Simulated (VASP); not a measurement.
# Y2F (Pn-3m) in VASP: further runs

Y2F is run at these levels: PBE; tasks: single point, relaxation of cell and atoms.

Program: VASP 6.6.1. These are calculated values, not measurements. Logs are shortened: lines on timing, memory, paths and dates and some standing lists are left out, and cuts for length are marked.

## (1) The cell of the first run

The structure is cubic, space group Pn-3m (No. 224). The conventional cell has a = 5.309 Å, b = 5.309 Å, c = 5.309 Å, α = 90.00°, β = 90.00°, γ = 90.00°. Within 3.0 Å of Y (site symmetry -3m) lie 2 F at 2.30 Å. F (site symmetry -43m) has 4 Y at 2.30 Å within 3.0 Å.

## (2) Single point, PBE

File INCAR:

```
SYSTEM = Y2F
PREC     = Accurate       ! precision mode
ENCUT    = 520            ! plane-wave cutoff, eV
EDIFF    = 1E-6           ! SCF threshold, eV
ISMEAR   = 0              ! smearing method
SIGMA    = 0.1            ! smearing width, eV
LREAL    = .FALSE.        ! projectors in reciprocal space
LASPH    = .TRUE.         ! aspherical terms in the spheres
NELM     = 80             ! most SCF steps
ALGO     = Normal         ! electronic algorithm
ISIF     = 2              ! what is computed and relaxed
LWAVE    = .FALSE.        ! write WAVECAR
LCHARG   = .FALSE.        ! write CHGCAR
GGA      = PE             ! functional
NBANDS   = 38             ! bands
```

File KPOINTS:

```
regular mesh
0
G
  6 6 6
  0 0 0
```

File POSCAR:

```
Y2F
1.0
    5.3085384818      0.0000000000      0.0000000000
    0.0000000000      5.3085384818      0.0000000000
    0.0000000000      0.0000000000      5.3085384818
Y F
4 2
Direct
    0.7500000000      0.2500000000      0.2500000000
    0.7500000000      0.7500000000      0.7500000000
    0.2500000000      0.7500000000      0.2500000000
    0.2500000000      0.2500000000      0.7500000000
    0.0000000000      0.0000000000      0.0000000000
    0.5000000000      0.5000000000      0.5000000000
```

Potentials or basis: VASP PAW PBE potentials, release 64 (Y_sv, F).

The run is started by

```bash
$ cat potpaw_PBE.64/Y_sv/POTCAR potpaw_PBE.64/F/POTCAR > POTCAR
$ mpirun -np 1 vasp_std > vasp.out
```

OUTCAR:

```text
SYSTEM = Y2F
   PREC = Accurate
   ENCUT = 520
   EDIFF = 1E-6
   ISMEAR = 0
   LREAL = .FALSE.
   LASPH = .TRUE.
   NELM = 80
   ISIF = 2
   GGA = PE

 ion  position               nearest neighbor table
   1  0.750  0.250  0.250-   5 2.30   6 2.30   4 3.75   2 3.75   3 3.75   2 3.75   4 3.75   2 3.75
                             3 3.75   2 3.75   3 3.75   4 3.75   4 3.75   3 3.75
   2  0.750  0.750  0.750-   5 2.30   6 2.30   4 3.75   1 3.75   3 3.75   1 3.75   3 3.75   1 3.75
                             4 3.75   1 3.75   3 3.75   4 3.75   3 3.75   4 3.75
   3  0.250  0.750  0.250-   5 2.30   6 2.30   4 3.75   1 3.75   2 3.75   2 3.75   4 3.75   1 3.75
                             4 3.75   4 3.75   1 3.75   2 3.75   2 3.75   1 3.75
   4  0.250  0.250  0.750-   5 2.30   6 2.30   3 3.75   1 3.75   2 3.75   1 3.75   3 3.75   2 3.75
                             3 3.75   3 3.75   1 3.75   2 3.75   1 3.75   2 3.75
   5  0.000  0.000  0.000-   1 2.30   2 2.30   3 2.30   4 2.30
   6  0.500  0.500  0.500-   1 2.30   2 2.30   3 2.30   4 2.30

  LATTYP: Found a simple cubic cell.
 ALAT       =     5.3085384818

  Lattice vectors:

 A1 = (   5.3085384818,   0.0000000000,   0.0000000000)
 A2 = (   0.0000000000,   5.3085384818,   0.0000000000)
 A3 = (   0.0000000000,   0.0000000000,   5.3085384818)

Analysis of symmetry for initial positions (statically):
=====================================================================
 Subroutine PRICEL returns:
 Original cell was already a primitive cell.

 Routine SETGRP: Setting up the symmetry group for a
 simple cubic supercell.

 Subroutine GETGRP returns: Found 48 space group operations
 (whereof 24 operations were pure point group operations)
 out of a pool of 48 trial point group operations.

The static configuration has the point symmetry T_d .
 The point group associated with its full space group is O_h .

Analysis of symmetry for dynamics (positions and initial velocities):
=====================================================================
 Subroutine PRICEL returns:
 Original cell was already a primitive cell.

 Routine SETGRP: Setting up the symmetry group for a
 simple cubic supercell.

 Subroutine GETGRP returns: Found 48 space group operations
 (whereof 24 operations were pure point group operations)
 out of a pool of 48 trial point group operations.

The dynamic configuration has the point symmetry T_d .
 The point group associated with its full space group is O_h .

 Subroutine INISYM returns: Found 48 space group operations
 (whereof 24 operations are pure point group operations),
 and found     1 'primitive' translations

----------------------------------------------------------------------------------------

                                     Primitive cell

  volume of cell :     149.5977

  direct lattice vectors                    reciprocal lattice vectors
     5.308538482  0.000000000  0.000000000     0.188375765  0.000000000  0.000000000
     0.000000000  5.308538482  0.000000000     0.000000000  0.188375765  0.000000000
     0.000000000  0.000000000  5.308538482     0.000000000  0.000000000  0.188375765

  length of vectors
     5.308538482  5.308538482  5.308538482     0.188375765  0.188375765  0.188375765

  position of ions in fractional coordinates (direct lattice)
     0.750000000  0.250000000  0.250000000
     0.750000000  0.750000000  0.750000000
     0.250000000  0.750000000  0.250000000
     0.250000000  0.250000000  0.750000000
     0.000000000  0.000000000  0.000000000
     0.500000000  0.500000000  0.500000000

  ion indices of the primitive-cell ions
   primitive index   ion index
                 1           1
                 2           2
                 3           3
                 4           4
                 5           5
                 6           6

----------------------------------------------------------------------------------------

 KPOINTS: regular mesh

Automatic generation of k-mesh.
 Grid dimensions read from file:
 generate k-points for:    6    6    6

 Generating k-lattice:

  Cartesian coordinates                     Fractional coordinates (reciprocal lattice)
     0.031395961  0.000000000  0.000000000     0.166666667  0.000000000  0.000000000
     0.000000000  0.031395961  0.000000000     0.000000000  0.166666667  0.000000000
     0.000000000  0.000000000  0.031395961     0.000000000  0.000000000  0.166666667

  Length of vectors
     0.031395961  0.031395961  0.031395961

  Shift w.r.t. Gamma in fractional coordinates (k-lattice)
     0.000000000  0.000000000  0.000000000

 Subroutine IBZKPT returns following result:
 ===========================================

 Found     20 irreducible k-points:

 Following reciprocal coordinates:
            Coordinates               Weight
  0.000000  0.000000  0.000000      1.000000
  0.166667  0.000000  0.000000      6.000000
  0.333333  0.000000  0.000000      6.000000
  0.500000  0.000000  0.000000      3.000000
  0.166667  0.166667  0.000000     12.000000
  0.333333  0.166667  0.000000     24.000000
[... 12 lines left out ...]
  0.500000  0.500000  0.333333      6.000000
  0.500000  0.500000  0.500000      1.000000
   k-points           NKPTS =     20   k-points in BZ     NKDIM =     20   number of bands    NBANDS=     38
   number of dos      NEDOS =    301   number of ions     NIONS =      6
   total plane-waves  NPLWV =  64000
   dimension x,y,z NGX =    40 NGY =   40 NGZ =   40
   dimension x,y,z NGXF=    80 NGYF=   80 NGZF=   80
   ions per type =               4   2
   NGX,Y,Z   is equivalent  to a cutoff of  12.53, 12.53, 12.53 a.u.
   NGXF,Y,Z  is equivalent  to a cutoff of  25.05, 25.05, 25.05 a.u.
 SYSTEM =  Y2F
   PREC   = accura    normal or accurate (medium, high low for compatibility)
   ISTART =      0    job   : 0-new  1-cont  2-samecut
   ICHARG =      2    charge: 1-file 2-atom 10-const
   ISPIN  =      1    spin polarized calculation?
   LNONCOLLINEAR =      F non collinear calculations
   LSORBIT =      F    spin-orbit coupling
   LASPH  =      T    aspherical Exc in radial PAW
   ENCUT  =  520.0 eV  38.22 Ry    6.18 a.u.   9.87  9.87  9.87*2*pi/ulx,y,z
   NELM   =     80;   NELMIN=  2; NELMDL= -5     # of ELM steps
   EDIFF  = 0.1E-05   stopping-criterion for ELM
   LREAL  =      F    real-space projection
   EDIFFG = 0.1E-04   stopping-criterion for IOM
   NSW    =      0    number of steps for IOM
   IBRION =     -1    ionic relax: 0-MD 1-quasi-New 2-CG
   NFREE  =      0    steps in history (QN), initial steepest desc. (CG)
   ISIF   =      2    stress and relaxation
   ISYM   =      2    0-nonsym 1-usesym 2-fastsym
   POTIM  = 0.5000    time-step for ionic-motion
   TEBEG  =    0.0;   TEEND  =   0.0 temperature during run
   PSTRESS=    0.0 pullay stress
   NELECT =      58.0000    total number of electrons
   NUPDOWN=      -1.0000    fix difference up-down
   EMIN   =  10.00;   EMAX   =-10.00  energy-range for DOS
   EFERMI =   0.00;   METHOD = LEGACY
   ISMEAR =     0;   SIGMA  =   0.10  broadening in eV -4-tet -1-fermi 0-gaus
   EFERMI_NEDOS =   21; number of points for ismear=-14 and -15
   IALGO  =     38    algorithm
   IMIX   =      4    mixing-type and parameters
     AMIX     =   0.40;   BMIX     =  1.00
     AMIX_MAG =   1.60;   BMIX_MAG =  1.00
  volume/ion in A,a.u.               =      24.93       168.26
  Fermi-wavevector in a.u.,A,eV,Ry     =   1.193738  2.255839 19.388459  1.425012
  Thomas-Fermi vector in A             =   2.329746
   LORBIT       =      0    0 simple, 1 ext, 2 COOP (PROOUT), +10 PAW based schemes
   GGA     = PE    functional components
   LHFCALC =     F    Hartree Fock is set to
   AEXX    =    0.0000 exact exchange contribution
   IVDW    =     0    specifies the selected vdW correction
   LEPSILON=     F    determine dielectric tensor
   LRPA    =     F    only Hartree local field effects (RPA)
 non-spin polarized calculation
 Gauss-broadening in eV      SIGMA  =   0.10
  energy-cutoff  :      520.00
  volume of cell :      149.60
 maximum number of plane-waves:      4068
 NGX is ok and might be reduce to    40
   NGX = 19   NGY = 19   NGZ = 19

 number of electron      57.9999985 magnetization

 Free energy of the ion-electron system (eV)
  ---------------------------------------------------
  ext. energy  EPLUGINS =         0.00000000
  ---------------------------------------------------
  free energy    TOTEN  =       -39.57771029 eV

  energy without entropy =      -39.54196707  energy(sigma->0) =      -39.55983868

 E-fermi :   3.4699     XC(G=0):  -9.4554

 val. band max:        3.4689484791   @ k =   0.3333   0.3333   0.1667
 cond. band min:       3.4871496778   @ k =   0.5000   0.3333   0.3333
 fundamental gap:      0.0182011986
 Fermi energy:         3.4699393480

 k-point     1 :       0.0000    0.0000    0.0000
  band No.  band energies     occupation
      1     -39.7608      2.00000
      2     -39.7003      2.00000
      3     -39.7003      2.00000
      4     -39.7003      2.00000
      5     -24.2093      2.00000
      6     -23.5193      2.00000
[... 30 lines left out ...]
     37       6.4424      0.00000
     38       6.6235      0.00000

 k-point     2 :       0.1667    0.0000    0.0000
  band No.  band energies     occupation
      1     -39.7568      2.00000
      2     -39.7044      2.00000
      3     -39.7003      2.00000
      4     -39.7003      2.00000
      5     -24.1704      2.00000
      6     -23.5759      2.00000
[... 30 lines left out ...]
     37       6.5145      0.00000
     38       6.6985      0.00000

 k-point     3 :       0.3333    0.0000    0.0000
  band No.  band energies     occupation
      1     -39.7457      2.00000
      2     -39.7155      2.00000
      3     -39.7003      2.00000
      4     -39.7003      2.00000
      5     -24.0603      2.00000
      6     -23.7197      2.00000
[... 30 lines left out ...]
     37       6.3394      0.00000
[... 617 lines left out ...]
 k-point    19 :       0.5000    0.5000    0.3333
  band No.  band energies     occupation
      1     -39.7253      2.00000
      2     -39.7127      2.00000
      3     -39.7117      2.00000
      4     -39.7117      2.00000
      5     -24.1770      2.00000
      6     -23.5739      2.00000
[... 30 lines left out ...]
     37       6.1124      0.00000
     38       6.1124      0.00000

 k-point    20 :       0.5000    0.5000    0.5000
  band No.  band energies     occupation
      1     -39.7263      2.00000
      2     -39.7117      2.00000
      3     -39.7117      2.00000
      4     -39.7117      2.00000
      5     -24.2169      2.00000
      6     -23.5174      2.00000
[... 30 lines left out ...]
     37       6.1341      0.00000
     38       6.1341      0.00000

------------------------ aborting loop because EDIFF is reached ----------------------------------------

  FORCE on cell =-STRESS in cart. coord.  units (eV):
  Direction    XX          YY          ZZ          XY          YZ          ZX
  --------------------------------------------------------------------------------------
  -------------------------------------------------------------------------------------
  Total       -0.0999862     -0.0999862     -0.0999862      0.0000000     -0.0000000      0.0000000
  in kB       -1.0708427     -1.0708427     -1.0708427      0.0000000     -0.0000000      0.0000000
  external PRESSURE =      -1.0708427 kB  Pullay stress =       0.0000000 kB

 VOLUME and BASIS-vectors are now :
 -----------------------------------------------------------------------------
  energy-cutoff  :      520.00
  volume of cell :      149.60
      direct lattice vectors                 reciprocal lattice vectors
     5.308538482  0.000000000  0.000000000     0.188375765  0.000000000  0.000000000
     0.000000000  5.308538482  0.000000000     0.000000000  0.188375765  0.000000000
     0.000000000  0.000000000  5.308538482     0.000000000  0.000000000  0.188375765

 POSITION                                       TOTAL-FORCE (eV/Angst)
 -----------------------------------------------------------------------------------
      3.98140      1.32713      1.32713         0.000000     -0.000000     -0.000000
      3.98140      3.98140      3.98140        -0.000000     -0.000000      0.000000
      1.32713      3.98140      1.32713        -0.000000      0.000000      0.000000
      1.32713      1.32713      3.98140         0.000000      0.000000     -0.000000
      0.00000      0.00000      0.00000        -0.000000      0.000000     -0.000000
      2.65427      2.65427      2.65427        -0.000000      0.000000      0.000000
 -----------------------------------------------------------------------------------
    total drift:                                0.000000      0.000000      0.000000

  FREE ENERGIE OF THE ION-ELECTRON SYSTEM (eV)
  ---------------------------------------------------
  free  energy   TOTEN  =       -39.5777102948 eV

  energy  without entropy=      -39.5419670701  energy(sigma->0) =      -39.55983868
```

It took 92 s on 1 thread of Intel Xeon Platinum 8488C (Sapphire Rapids), shared host; peak memory 0.29 GiB.

Results:

- Free energy: -39.5777 eV
- Pressure: -0.1 GPa
- Band gap on the k mesh: zero (band 29 reaches 4.06 eV, above the bottom of band 30 at 2.60 eV)

## (3) Single point, PBE (volume scaled by 0.94)

File INCAR:

```
PREC     = Accurate       # precision mode
ENCUT    = 520            # plane-wave cutoff, eV
EDIFF    = 1E-6           # SCF threshold, eV
ISMEAR   = 0              # smearing method
SIGMA    = 0.1            # smearing width, eV
LREAL    = F              # projectors in reciprocal space
LASPH    = T              # aspherical terms in the spheres
NELM     = 100            # most SCF steps
ALGO     = Normal         # electronic algorithm
ISIF     = 2              # what is computed and relaxed
LWAVE    = F              # write WAVECAR
LCHARG   = T              # write CHGCAR
GGA      = PE             # functional
LELF     = T              # ELF
LVHAR    = T            
NBANDS   = 38             # bands
```

File KPOINTS:

```
regular mesh
0
Gamma
  6 6 6
```

Changes to POSCAR since step 2:

```diff
@@ -2,5 +2,5 @@
 1.0
-    5.3085384818      0.0000000000      0.0000000000
-    0.0000000000      5.3085384818      0.0000000000
-    0.0000000000      0.0000000000      5.3085384818
+    5.2001705544      0.0000000000      0.0000000000
+    0.0000000000      5.2001705544      0.0000000000
+    0.0000000000      0.0000000000      5.2001705544
 Y F
```

Potentials or basis: VASP PAW PBE potentials, release 64 (Y_sv, F).

The run is started by

```bash
$ cat potpaw_PBE.64/Y_sv/POTCAR potpaw_PBE.64/F/POTCAR > POTCAR
$ mpirun -np 1 vasp_std > vasp.out
```

Wall time 88 s (1 thread of Intel Xeon Platinum 8488C (Sapphire Rapids), shared host); peak memory 0.29 GiB.

The run converged. Its results:

| Quantity | Value |
| --- | --- |
| Free energy | -39.4701 eV |
| Pressure | 4.0 GPa |
| Band gap on the k mesh | zero (band 29 reaches 4.53 eV, above the bottom of band 30 at 2.83 eV) |

Levels at points of the mesh, in eV from the Fermi level:
```csv
k point,band 25,band 26,band 27,band 28,band 29,band 30,band 31,band 32,band 33,band 34
"(0.00, 0.00, 0.00)",-4.13,-1.18,-1.18,-1.18,-0.98,-0.98,1.58,1.58,2.71,2.71
"(0.50, 0.00, 0.00)",-2.42,-2.42,-0.25,-0.25,-0.01,-0.01,0.30,0.30,1.57,1.57
"(0.50, 0.50, 0.00)",-1.50,-1.50,-1.06,-1.06,0.47,0.47,0.68,0.68,0.89,0.89
"(0.50, 0.50, 0.50)",-1.82,-1.82,-1.82,0.72,0.72,0.72,1.06,1.06,1.41,1.41
```

Caveat: the cell differs from its parent crystal (volume scaled by 0.94).

## (4) Relaxation of cell and atoms, PBE

File INCAR:

```
PREC     = Accurate       # precision mode
ENCUT    = 600            # plane-wave cutoff, eV
EDIFF    = 1E-6           # SCF threshold, eV
ISMEAR   = 0              # smearing method
SIGMA    = 0.1            # smearing width, eV
LREAL    = False          # projectors in reciprocal space
LASPH    = True           # aspherical terms in the spheres
NELM     = 100            # most SCF steps
ALGO     = Normal         # electronic algorithm
ISIF     = 3              # what is computed and relaxed
LWAVE    = False          # write WAVECAR
LCHARG   = False          # write CHGCAR
GGA      = PE             # functional
IBRION   = 2              # ionic algorithm
NSW      = 100            # ionic steps
EDIFFG   = -0.01          # ionic threshold
```

KPOINTS is that of step 3.

Changes to POSCAR since step 3:

```diff
@@ -2,5 +2,5 @@
 1.0
-    5.2001705544      0.0000000000      0.0000000000
-    0.0000000000      5.2001705544      0.0000000000
-    0.0000000000      0.0000000000      5.2001705544
+    5.3085384818      0.0000000000      0.0000000000
+    0.0000000000      5.3085384818      0.0000000000
+    0.0000000000      0.0000000000      5.3085384818
 Y F
```

The run is started by

```bash
$ cat potpaw_PBE.64/Y_sv/POTCAR potpaw_PBE.64/F/POTCAR > POTCAR
$ mpirun -np 1 vasp_std > vasp.out
```

Wall time 2.7 min (1 thread of Intel Xeon Platinum 8488C (Sapphire Rapids), shared host); peak memory 0.32 GiB.

Results (log left out):

```yaml
Free_energy: -39.5830 eV
Relaxed_volume: 24.85 Å³/atom
Relaxed_cell: a = 5.303 Å, b = 5.303 Å, c = 5.303 Å, α = 90.00°, β = 90.00°, γ = 90.00°
Space_group_after_relaxing_to_0.05_Å: Pn-3m (No. 224)
Energy_gained_by_relaxing: 0.0 meV/atom
Ionic_steps: 2
Pressure_after_relaxing: 0.0 GPa
Band_gap_on_the_k_mesh: zero (band 29 reaches 4.09 eV, above the bottom of band 30 at 2.61 eV)
```

The path:
```
step  energy change (eV)  largest force (eV/Å)  pressure (GPa)  volume (Å³)
   1              0.0000                0.0000           -0.14       149.60
   2             -0.0002                0.0000            0.04       149.11
```

Final structure:
```
Y F
1.0
     5.30279    0.00000    0.00000
     0.00000    5.30279    0.00000
     0.00000    0.00000    5.30279
Y F
4 2
Direct
  0.75000 0.25000 0.25000
  0.75000 0.75000 0.75000
  0.25000 0.75000 0.25000
  0.25000 0.25000 0.75000
  0.00000 0.00000 0.00000
  0.50000 0.50000 0.50000
```

Levels at points of the mesh, in eV from the Fermi level:
```tsv
k point	band 25	band 26	band 27	band 28	band 29	band 30	band 31	band 32	band 33	band 34
(0.00, 0.00, 0.00)	-4.03	-1.09	-1.09	-1.09	-0.88	-0.88	1.39	1.39	2.55	2.55
(0.50, 0.00, 0.00)	-2.40	-2.40	-0.22	-0.22	-0.02	-0.02	0.31	0.31	1.51	1.51
(0.50, 0.50, 0.00)	-1.51	-1.51	-1.08	-1.08	0.45	0.45	0.67	0.67	0.88	0.88
(0.50, 0.50, 0.50)	-1.75	-1.75	-1.75	0.60	0.60	0.60	1.04	1.04	1.36	1.36
```

## (5) Overview

```csv
task,cell,cutoff (eV),gap on the mesh (eV),pressure (GPa)
single point,"a = 5.309 Å, 6 atoms",520,none,-0.1
single point,"a = 5.200 Å, 6 atoms",520,none,4.0
relaxation of cell and atoms,"relaxed from a = 5.309 Å, 6 atoms",600,none,0.0
```

Alike in all rows: level PBE; potentials or basis VASP PAW PBE potentials, release 64 (Y_sv, F); no spin polarisation; k mesh 6 × 6 × 6; smearing gaussian 0.1 eV.

Absolute energies hang on the potentials; compare differences alone.
